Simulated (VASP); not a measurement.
# SnTe (CsCl type) (Pm-3m) in VASP: notebook, part 2 of 2

VASP 6.6.1. The steps go on from the part before.

## 3. Single point, PBE

Input file INCAR:

```
ALGO = Normal
EDIFF = 1E-6
ENCUT = 520
GGA = PE
ISIF = 2
ISMEAR = -1
LASPH = T
LCHARG = T
LELF = T
LREAL = F
LVHAR = T
LWAVE = F
NBANDS = 17
NELM = 60
PREC = Accurate
SIGMA = 0.1
```

Input file KPOINTS:

```
k-points
0
Gamma
  12 12 12
```

Input file POSCAR:

```
SnTe
1.0
    3.7034227674      0.0000000000      0.0000000000
    0.0000000000      3.7034227674      0.0000000000
    0.0000000000      0.0000000000      3.7034227674
Sn Te
1 1
Direct
    0.0000000000      0.0000000000      0.0000000000
    0.5000000000      0.5000000000      0.5000000000
```

Potentials or basis: VASP PAW PBE potentials, release 64 (Sn_d, Te).

Run with:

```sh
cat potpaw_PBE.64/Sn_d/POTCAR potpaw_PBE.64/Te/POTCAR > POTCAR
mpirun -np 1 vasp_std > vasp.out
```

OUTCAR:

```text
EDIFF = 1E-6
   ENCUT = 520
   GGA = PE
   ISIF = 2
   ISMEAR = -1
   LASPH = T
   LREAL = F
   NELM = 60
   PREC = Accurate

 ion  position               nearest neighbor table
   1  0.000  0.000  0.000-   2 3.21   2 3.21   2 3.21   2 3.21   2 3.21   2 3.21   2 3.21   2 3.21

   2  0.500  0.500  0.500-   1 3.21   1 3.21   1 3.21   1 3.21   1 3.21   1 3.21   1 3.21   1 3.21

  LATTYP: Found a simple cubic cell.
 ALAT       =     3.7034227674

  Lattice vectors:

 A1 = (   3.7034227674,   0.0000000000,   0.0000000000)
 A2 = (   0.0000000000,   3.7034227674,   0.0000000000)
 A3 = (   0.0000000000,   0.0000000000,   3.7034227674)

Analysis of symmetry for initial positions (statically):
=====================================================================
 Subroutine PRICEL returns:
 Original cell was already a primitive cell.

 Routine SETGRP: Setting up the symmetry group for a
 simple cubic supercell.

 Subroutine GETGRP returns: Found 48 space group operations
[... 9 lines left out ...]

 Routine SETGRP: Setting up the symmetry group for a
 simple cubic supercell.

 Subroutine GETGRP returns: Found 48 space group operations
[... 11 lines left out ...]
                                     Primitive cell

  volume of cell :      50.7937

  direct lattice vectors                    reciprocal lattice vectors
     3.703422767  0.000000000  0.000000000     0.270020482  0.000000000  0.000000000
     0.000000000  3.703422767  0.000000000     0.000000000  0.270020482  0.000000000
     0.000000000  0.000000000  3.703422767     0.000000000  0.000000000  0.270020482

  length of vectors
     3.703422767  3.703422767  3.703422767     0.270020482  0.270020482  0.270020482

  position of ions in fractional coordinates (direct lattice)
     0.000000000  0.000000000  0.000000000
[... 83 lines left out ...]
   NFREE  =      0    steps in history (QN), initial steepest desc. (CG)
   ISIF   =      2    stress and relaxation
   ISYM   =      2    0-nonsym 1-usesym 2-fastsym
   POTIM  = 0.5000    time-step for ionic-motion
   TEBEG  =    0.0;   TEEND  =   0.0 temperature during run
   PSTRESS=    0.0 pullay stress
   NELECT =      20.0000    total number of electrons
   NUPDOWN=      -1.0000    fix difference up-down
   EMIN   =  10.00;   EMAX   =-10.00  energy-range for DOS
   EFERMI =   0.00;   METHOD = LEGACY
   ISMEAR =    -1;   SIGMA  =   0.10  broadening in eV -4-tet -1-fermi 0-gaus
   EFERMI_NEDOS =   21; number of points for ismear=-14 and -15
   IALGO  =     38    algorithm
   IMIX   =      4    mixing-type and parameters
     AMIX     =   0.40;   BMIX     =  1.00
     AMIX_MAG =   1.60;   BMIX_MAG =  1.00
  volume/ion in A,a.u.               =      25.40       171.39
  Fermi-wavevector in a.u.,A,eV,Ry     =   1.199909  2.267499 19.589408  1.439781
  Thomas-Fermi vector in A             =   2.335759
   LORBIT       =      0    0 simple, 1 ext, 2 COOP (PROOUT), +10 PAW based schemes
   GGA     = PE    functional components
   LHFCALC =     F    Hartree Fock is set to
   AEXX    =    0.0000 exact exchange contribution
   IVDW    =     0    specifies the selected vdW correction
   LEPSILON=     F    determine dielectric tensor
   LRPA    =     F    only Hartree local field effects (RPA)
 non-spin polarized calculation
  energy-cutoff  :      520.00
  volume of cell :       50.79
 maximum number of plane-waves:      1406
 NGX is ok and might be reduce to    28
   NGX = 13   NGY = 13   NGZ = 13

 number of electron      20.0000006 magnetization

 Free energy of the ion-electron system (eV)
  ---------------------------------------------------
  ext. energy  EPLUGINS =         0.00000000
  ---------------------------------------------------
  free energy    TOTEN  =        -6.91415428 eV

  energy without entropy =       -6.87043330  energy(sigma->0) =       -6.89229379

 E-fermi :   9.1431     XC(G=0): -10.6165

 val. band max:        9.1371283811   @ k =   0.5000   0.2500   0.0000
 cond. band min:       9.1667795002   @ k =   0.4167   0.4167   0.2500
 fundamental gap:      0.0296511192
 Fermi energy:         9.1431107864

 k-point     1 :       0.0000    0.0000    0.0000
  band No.  band energies     occupation
      1     -12.4937      2.00000
      2     -12.4937      2.00000
      3     -12.4314      2.00000
      4     -12.4314      2.00000
      5     -12.4314      2.00000
      6      -4.3853      2.00000
[... 457 lines left out ...]
      4     -12.4437      2.00000
      5     -12.4162      2.00000
      6      -2.1504      2.00000
[... 9 lines left out ...]
     16      18.0539      0.00000
     17      18.2472      0.00000

 [... further k-points ...]
[... 5 lines left out ...]
  --------------------------------------------------------------------------------------
  -------------------------------------------------------------------------------------
  Total        2.6788966      2.6788966      2.6788966      0.0000000      0.0000000      0.0000000
  in kB       84.4999899     84.4999899     84.4999899      0.0000000      0.0000000      0.0000000
  external PRESSURE =      84.4999899 kB  Pullay stress =       0.0000000 kB

 VOLUME and BASIS-vectors are now :
 -----------------------------------------------------------------------------
  energy-cutoff  :      520.00
  volume of cell :       50.79
      direct lattice vectors                 reciprocal lattice vectors
     3.703422767  0.000000000  0.000000000     0.270020482  0.000000000  0.000000000
     0.000000000  3.703422767  0.000000000     0.000000000  0.270020482  0.000000000
     0.000000000  0.000000000  3.703422767     0.000000000  0.000000000  0.270020482

 POSITION                                       TOTAL-FORCE (eV/Angst)
 -----------------------------------------------------------------------------------
      0.00000      0.00000      0.00000         0.000000      0.000000      0.000000
      1.85171      1.85171      1.85171         0.000000      0.000000      0.000000
 -----------------------------------------------------------------------------------
    total drift:                               -0.000000      0.000000     -0.000000

  FREE ENERGIE OF THE ION-ELECTRON SYSTEM (eV)
  ---------------------------------------------------
  free  energy   TOTEN  =        -6.9141542822 eV

  energy  without entropy=       -6.8704332969  energy(sigma->0) =       -6.89229379
```

OSZICAR:

```text
N       E                     dE             d eps       ncg     rms          rms(c)
DAV:   1     0.126498330804E+03    0.12650E+03   -0.96026E+03  2935   0.147E+03
DAV:   2     0.404600314077E+01   -0.12245E+03   -0.11905E+03  3057   0.348E+02
DAV:   3    -0.664649969608E+01   -0.10693E+02   -0.10477E+02  3460   0.869E+01
DAV:   4    -0.694526774234E+01   -0.29877E+00   -0.29819E+00  3562   0.147E+01
DAV:   5    -0.695521998085E+01   -0.99522E-02   -0.99517E-02  4032   0.269E+00    0.633E+00
DAV:   6    -0.691628666762E+01    0.38933E-01   -0.79687E-02  4159   0.250E+00    0.397E+00
DAV:   7    -0.691468306312E+01    0.16036E-02   -0.21893E-02  3765   0.104E+00    0.697E-01
DAV:   8    -0.691411909085E+01    0.56397E-03   -0.32049E-03  3714   0.505E-01    0.108E-01
DAV:   9    -0.691415959134E+01   -0.40500E-04   -0.22380E-04  3781   0.105E-01    0.469E-02
DAV:  10    -0.691415820352E+01    0.13878E-05   -0.95685E-06  3647   0.224E-02    0.308E-02
DAV:  11    -0.691415450059E+01    0.37029E-05   -0.36814E-06  3340   0.202E-02    0.761E-03
DAV:  12    -0.691415428220E+01    0.21839E-06   -0.48606E-07  1700   0.765E-03
   1 F= -.69141543E+01 E0= -.68922938E+01  d E =-.437210E-01
```

stdout:

```text
POSCAR found type information on POSCAR SnTe
 POSCAR found :  2 types and       2 ions
 scaLAPACK will be used
 LDA part: xc-table for (Slater+PW92), standard interpolation
 POSCAR, INCAR and KPOINTS ok, starting setup
 FFT: planning ... GRIDC
 FFT: planning ... GRID_SOFT
 FFT: planning ... GRID
 WAVECAR not read
 entering main loop
```

Run time: 91 s. Hardware: 1 thread of AMD EPYC 7R13, shared host; peak memory 0.18 GiB.

Results:

- Free energy: -6.9142 eV
- Pressure: 8.4 GPa
- Band gap on the k mesh: zero (band 10 reaches 9.99 eV, above the bottom of band 11 at 7.26 eV)

Levels at points of the mesh, in eV from the Fermi level:
```tsv
k point	band 8	band 9	band 10	band 11	band 12	band 13
(0.00, 0.00, 0.00)	-2.16	-2.16	-2.16	3.20	3.20	6.47
(0.50, 0.00, 0.00)	-0.32	-0.32	0.46	0.54	2.28	2.28
(0.50, 0.50, 0.00)	-5.80	-5.80	0.37	3.84	4.26	4.26
(0.50, 0.50, 0.50)	-3.55	-3.55	-3.55	-1.88	-1.88	-1.88
```

Caveat: spin-orbit coupling is left out, which moves the levels of the heavy elements.
